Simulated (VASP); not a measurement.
ZnSe:

```
CELL_PARAMETERS angstrom
0.00000 2.83244 2.83244
2.83244 0.00000 2.83244
2.83244 2.83244 0.00000
ATOMIC_POSITIONS crystal
Zn 0.00000 0.00000 0.00000
Se 0.25000 0.25000 0.25000
```

```yaml
Program: VASP 6.6.1
Task: relaxation of cell and atoms
Functional: LDA
Potentials_or_basis: VASP PAW LDA potentials, release 64 (Zn, Se)
Cutoff: 600 eV
k_mesh: 8 × 8 × 8
Occupations: gaussian, width 0.02 eV
Spin: no spin polarisation
```

At the start: pressure -3.0 GPa; volume 22.72 Å³/atom.

Q: How do energy, volume and symmetry change on relaxing?

A: Over 3 steps the energy falls by 10.4 meV/atom and the volume is 21.67 Å³/atom (-4.6 %); space group F-43m (No. 216, to 0.05 Å).

The path:
```
step  energy change (eV)  largest force (eV/Å)  pressure (GPa)  volume (Å³)
   1              0.0000                0.0000           -3.04        45.45
   2             -0.0184                0.0000            1.15        42.67
   3             -0.0208                0.0000            0.00        43.34
```

Final structure:
```
CELL_PARAMETERS angstrom
0.00000 2.78806 2.78806
2.78806 0.00000 2.78806
2.78806 2.78806 0.00000
ATOMIC_POSITIONS crystal
Zn 0.00000 0.00000 0.00000
Se 0.25000 0.25000 0.25000
```
